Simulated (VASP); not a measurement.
# Bi (P-1) in VASP: electric field gradients with PBE

Aim: the electric field gradients of Bi with PBE.

All numbers are computed with VASP 6.6.1; they aren't measurements. Logs are shortened: lines on timing, memory, paths and dates and some standing lists are left out, and cuts for length are marked.

## (1) The cell of the first run

The typed cell holds 2 atoms: a = 4.540 Å, b = 4.598 Å, c = 11.832 Å, α = 90.62°, β = 91.71°, γ = 121.27°.

## (2) Electric field gradients, PBE (equal xy, yz and zx shear strains of -3 %)

The input, INCAR:

```
SYSTEM = Bi
PREC = Accurate
ENCUT = 520
EDIFF = 1E-8
ISMEAR = -1
SIGMA = 0.03
LREAL = .False.
LASPH = .True.
NELM = 80
ALGO = Normal
ISIF = 2
LWAVE = .False.
LCHARG = .False.
GGA = PE
LEFG = .True.
NBANDS = 22
```

The input, KPOINTS:

```
regular mesh
0
Gamma
  9 9 3
  0 0 0
```

The input, POSCAR:

```
Bi
1.0
    4.5390002997     -0.0680850045     -0.0680850045
   -2.3284634934      3.9649320696     -0.0249208413
   -0.1774350000     -0.1774350000     11.8290000000
Bi
2
Direct
    0.3333333333      0.6666666667      0.2500000000
    0.6666666667      0.3333333333      0.7500000000
```

Potentials or basis: VASP PAW PBE potentials, release 64 (Bi_d).

The run is started by

```bash
cat potpaw_PBE.64/Bi_d/POTCAR > POTCAR
mpirun -np 1 vasp_std > vasp.out
```

OUTCAR:

```text
SYSTEM = Bi
   PREC = Accurate
   ENCUT = 520
   EDIFF = 1E-8
   ISMEAR = -1
   LREAL = .False.
   LASPH = .True.
   NELM = 80
   ISIF = 2
   GGA = PE

 ion  position               nearest neighbor table
   1  0.333  0.667  0.250-
   2  0.667  0.333  0.750-

  LATTYP: Found a triclinic cell.
 ALAT       =     4.4811315656
 B/A-ratio  =     1.0131417463
 C/A-ratio  =     2.6403289108
 COS(alpha) =     0.0297616073
 COS(beta)  =     0.0411893908
 COS(gamma) =     0.4804578458

  Lattice vectors:

 A1 = (   2.2105368063,   3.8968470651,  -0.0930058458)
 A2 = (   4.5390002997,  -0.0680850045,  -0.0680850045)
 A3 = (   0.1774350000,   0.1774350000, -11.8290000000)

Analysis of symmetry for initial positions (statically):
=====================================================================
 Subroutine PRICEL returns:
 Original cell was already a primitive cell.

 Routine SETGRP: Setting up the symmetry group for a
 triclinic supercell.

 Subroutine GETGRP returns: Found  2 space group operations
 (whereof  2 operations were pure point group operations)
 out of a pool of  2 trial point group operations.

The static configuration has the point symmetry S_2 .

Analysis of symmetry for dynamics (positions and initial velocities):
=====================================================================
 Subroutine PRICEL returns:
 Original cell was already a primitive cell.

 Routine SETGRP: Setting up the symmetry group for a
 triclinic supercell.

 Subroutine GETGRP returns: Found  2 space group operations
 (whereof  2 operations were pure point group operations)
 out of a pool of  2 trial point group operations.

The dynamic configuration has the point symmetry S_2 .

 Subroutine INISYM returns: Found  2 space group operations
 (whereof  2 operations are pure point group operations),
 and found     1 'primitive' translations

----------------------------------------------------------------------------------------

                                     Primitive cell

  volume of cell :     210.9128

  direct lattice vectors                    reciprocal lattice vectors
     4.539000300 -0.068085005 -0.068085005     0.222351432  0.130612360  0.005294457
    -2.328463493  3.964932070 -0.024920841     0.003875811  0.254511617  0.003875811
    -0.177435000 -0.177435000 11.829000000     0.001287969  0.001287969  0.084576639

  length of vectors
     4.540021460  4.598157197 11.831661226     0.257929795  0.254570633  0.084596250

  position of ions in fractional coordinates (direct lattice)
     0.333333333  0.666666667  0.250000000
     0.666666667  0.333333333  0.750000000

  ion indices of the primitive-cell ions
   primitive index   ion index
                 1           1
                 2           2

----------------------------------------------------------------------------------------

 KPOINTS: regular mesh

Automatic generation of k-mesh.
 Grid dimensions read from file:
 generate k-points for:    9    9    3

 Generating k-lattice:

  Cartesian coordinates                     Fractional coordinates (reciprocal lattice)
     0.024705715  0.014512484  0.000588273     0.111111111 -0.000000000 -0.000000000
     0.000430646  0.028279069  0.000430646    -0.000000000  0.111111111 -0.000000000
     0.000429323  0.000429323  0.028192213     0.000000000  0.000000000  0.333333333

  Length of vectors
     0.028658866  0.028285626  0.028198750

  Shift w.r.t. Gamma in fractional coordinates (k-lattice)
     0.000000000  0.000000000  0.000000000

 Subroutine IBZKPT returns following result:
 ===========================================

 Found    122 irreducible k-points:

 Following reciprocal coordinates:
            Coordinates               Weight
  0.000000  0.000000  0.000000      1.000000
  0.111111 -0.000000  0.000000      2.000000
  0.222222 -0.000000  0.000000      2.000000
  0.333333 -0.000000  0.000000      2.000000
  0.444444 -0.000000  0.000000      2.000000
  0.000000  0.111111  0.000000      2.000000
[... 16 lines left out ...]
 -0.111111  0.222222  0.000000      2.000000
 -0.000000  0.333333  0.000000      2.000000
 [... further k-points ...]
   k-points           NKPTS =    122   k-points in BZ     NKDIM =    122   number of bands    NBANDS=     22
   number of dos      NEDOS =    301   number of ions     NIONS =      2
   total plane-waves  NPLWV = 116640
   dimension x,y,z NGX =    36 NGY =   36 NGZ =   90
   dimension x,y,z NGXF=    72 NGYF=   72 NGZF=  180
   ions per type =               2
   NGX,Y,Z   is equivalent  to a cutoff of  13.18, 13.02, 12.65 a.u.
   NGXF,Y,Z  is equivalent  to a cutoff of  26.36, 26.03, 25.29 a.u.
 SYSTEM =  Bi
   PREC   = accura    normal or accurate (medium, high low for compatibility)
   ISTART =      0    job   : 0-new  1-cont  2-samecut
   ICHARG =      2    charge: 1-file 2-atom 10-const
   ISPIN  =      1    spin polarized calculation?
   LNONCOLLINEAR =      F non collinear calculations
   LSORBIT =      F    spin-orbit coupling
   LASPH  =      T    aspherical Exc in radial PAW
   ENCUT  =  520.0 eV  38.22 Ry    6.18 a.u.   8.44  8.55 22.00*2*pi/ulx,y,z
   NELM   =     80;   NELMIN=  2; NELMDL= -5     # of ELM steps
   EDIFF  = 0.1E-07   stopping-criterion for ELM
   LREAL  =      F    real-space projection
   EDIFFG = 0.1E-06   stopping-criterion for IOM
   NSW    =      0    number of steps for IOM
   IBRION =     -1    ionic relax: 0-MD 1-quasi-New 2-CG
   NFREE  =      0    steps in history (QN), initial steepest desc. (CG)
   ISIF   =      2    stress and relaxation
   ISYM   =      2    0-nonsym 1-usesym 2-fastsym
   POTIM  = 0.5000    time-step for ionic-motion
   TEBEG  =    0.0;   TEEND  =   0.0 temperature during run
   PSTRESS=    0.0 pullay stress
   NELECT =      30.0000    total number of electrons
   NUPDOWN=      -1.0000    fix difference up-down
   EMIN   =  10.00;   EMAX   =-10.00  energy-range for DOS
   EFERMI =   0.00;   METHOD = LEGACY
   ISMEAR =    -1;   SIGMA  =   0.03  broadening in eV -4-tet -1-fermi 0-gaus
   EFERMI_NEDOS =   21; number of points for ismear=-14 and -15
   IALGO  =     38    algorithm
   IMIX   =      4    mixing-type and parameters
     AMIX     =   0.40;   BMIX     =  1.00
     AMIX_MAG =   1.60;   BMIX_MAG =  1.00
  volume/ion in A,a.u.               =     105.46       711.65
  Fermi-wavevector in a.u.,A,eV,Ry     =   0.854570  1.614903  9.936196  0.730290
  Thomas-Fermi vector in A             =   1.971186
   LORBIT       =      0    0 simple, 1 ext, 2 COOP (PROOUT), +10 PAW based schemes
   GGA     = PE    functional components
   LHFCALC =     F    Hartree Fock is set to
   AEXX    =    0.0000 exact exchange contribution
   IVDW    =     0    specifies the selected vdW correction
   LEPSILON=     F    determine dielectric tensor
   LRPA    =     F    only Hartree local field effects (RPA)
 non-spin polarized calculation
  energy-cutoff  :      520.00
  volume of cell :      210.91
 maximum number of plane-waves:      5713
 NGX is ok and might be reduce to    36
   NGX = 17   NGY = 17   NGZ = 43

 number of electron      29.9999997 magnetization

 Free energy of the ion-electron system (eV)
  ---------------------------------------------------
  ext. energy  EPLUGINS =         0.00000000
  ---------------------------------------------------
  free energy    TOTEN  =        -3.22414958 eV

  energy without entropy =       -3.20218857  energy(sigma->0) =       -3.21316908

 E-fermi :  -1.0481     XC(G=0):  -5.3175

 val. band max:       -1.0494831497   @ k =  -0.4444   0.1111   0.3333
 cond. band min:      -1.0455886449   @ k =  -0.1111   0.4444   0.3333
 fundamental gap:      0.0038945049
 Fermi energy:        -1.0480831752

 k-point     1 :       0.0000    0.0000    0.0000
  band No.  band energies     occupation
      1     -23.8720      2.00000
      2     -23.8720      2.00000
      3     -23.8696      2.00000
      4     -23.8696      2.00000
      5     -23.8641      2.00000
      6     -23.8641      2.00000
[... 14 lines left out ...]
     21       4.6487      0.00000
     22       4.8589      0.00000

 k-point     2 :       0.1111   -0.0000    0.0000
  band No.  band energies     occupation
      1     -23.8718      2.00000
      2     -23.8717      2.00000
      3     -23.8697      2.00000
      4     -23.8697      2.00000
      5     -23.8644      2.00000
      6     -23.8644      2.00000
[... 542 lines left out ...]
 k-point    24 :      -0.0000    0.3333    0.0000
  band No.  band energies     occupation
      1     -23.8706      2.00000
      2     -23.8706      2.00000
      3     -23.8701      2.00000
      4     -23.8701      2.00000
      5     -23.8654      2.00000
      6     -23.8654      2.00000
[... 14 lines left out ...]
     21       4.4742      0.00000
     22       4.9707      0.00000

 [... further k-points ...]

------------------------ aborting loop because EDIFF is reached ----------------------------------------

  FORCE on cell =-STRESS in cart. coord.  units (eV):
  Direction    XX          YY          ZZ          XY          YZ          ZX
  --------------------------------------------------------------------------------------
  -------------------------------------------------------------------------------------
  Total       -6.2567952     -6.2887425     -0.4598387     -0.1459882      0.0782056      0.0777903
  in kB      -47.5291025    -47.7717874     -3.4931175     -1.1089844      0.5940810      0.5909263
  external PRESSURE =     -32.9313358 kB  Pullay stress =       0.0000000 kB

 VOLUME and BASIS-vectors are now :
 -----------------------------------------------------------------------------
  energy-cutoff  :      520.00
  volume of cell :      210.91
      direct lattice vectors                 reciprocal lattice vectors
     4.539000300 -0.068085005 -0.068085005     0.222351432  0.130612360  0.005294457
    -2.328463493  3.964932070 -0.024920841     0.003875811  0.254511617  0.003875811
    -0.177435000 -0.177435000 11.829000000     0.001287969  0.001287969  0.084576639

 POSITION                                       TOTAL-FORCE (eV/Angst)
 -----------------------------------------------------------------------------------
     -0.08367      2.57623      2.91794        -0.003012      0.000157     -0.001087
      2.11677      1.14318      8.81805         0.003012     -0.000157      0.001087
 -----------------------------------------------------------------------------------
    total drift:                               -0.000000      0.000000      0.000000

  FREE ENERGIE OF THE ION-ELECTRON SYSTEM (eV)
  ---------------------------------------------------
  free  energy   TOTEN  =        -3.2241495848 eV

  energy  without entropy=       -3.2021885681  energy(sigma->0) =       -3.21316908

 Electric field gradients (V/A^2)
---------------------------------------------------------------------
 ion       V_xx      V_yy      V_zz      V_xy      V_xz      V_yz
---------------------------------------------------------------------
   1      70.386    69.139  -139.525   -14.184    -3.522    -3.493
   2      70.386    69.139  -139.525   -14.184    -3.522    -3.493
---------------------------------------------------------------------

 Electric field gradients after diagonalization (V/A^2)
 (convention: |V_zz| > |V_xx| > |V_yy|)
----------------------------------------------------------------------
 ion       V_xx      V_yy      V_zz     asymmetry (V_yy - V_xx)/ V_zz
----------------------------------------------------------------------
   1      83.961    55.691  -139.651       0.202
   2      83.961    55.691  -139.651       0.202
----------------------------------------------------------------------

           NMR quadrupolar parameters

 Cq : quadrupolar parameter    Cq=e*Q*V_zz/h
 eta: asymmetry parameters     (V_yy - V_xx)/ V_zz
 Q  : nuclear electric quadrupole moment in mb (millibarn)
----------------------------------------------------------------------
 ion       Cq(MHz)       eta       Q (mb)
----------------------------------------------------------------------
   1      -0.338       0.202       1.000
   2      -0.338       0.202       1.000
----------------------------------------------------------------------
```

Wall time 11 min (1 thread of Intel Xeon 8259CL, shared host); peak memory 0.63 GiB.

Results:

```
Free energy                             : -3.2241 eV
Pressure                                : -3.3 GPa
Largest force                           : 0.003 eV/Å
Band gap on the k mesh                  : zero (bands 15 and 16 overlap by 2.06 eV)
Largest electric field gradient by atom : Bi -139.7 V/Å²
```

Forces on the atoms (eV/Å):
```
Bi  -0.003  0.000 -0.001
Bi   0.003  0.000  0.001
```

Levels at points of the mesh, in eV from the Fermi level:
```csv
k point,band 11,band 12,band 13,band 14,band 15,band 16,band 17,band 18,band 19,band 20
"(0.00, 0.00, 0.00)",-10.31,-10.30,-0.84,-0.34,1.37,1.38,1.49,1.50,3.04,4.56
```

Electric field gradients, principal values (V/Å²):
```
atom   least  middle  greatest (by size)
1 Bi  55.691  83.961            -139.651
2 Bi  55.691  83.961            -139.651
```

Caveat: the cell differs from its parent crystal (equal xy, yz and zx shear strains of -3 %); the cell stands under tension; without QUAD_EFG the Cq values of the log hold for a quadrupole moment of 1 mb, not for the nuclei; spin-orbit coupling is left out, which moves the levels of the heavy elements.
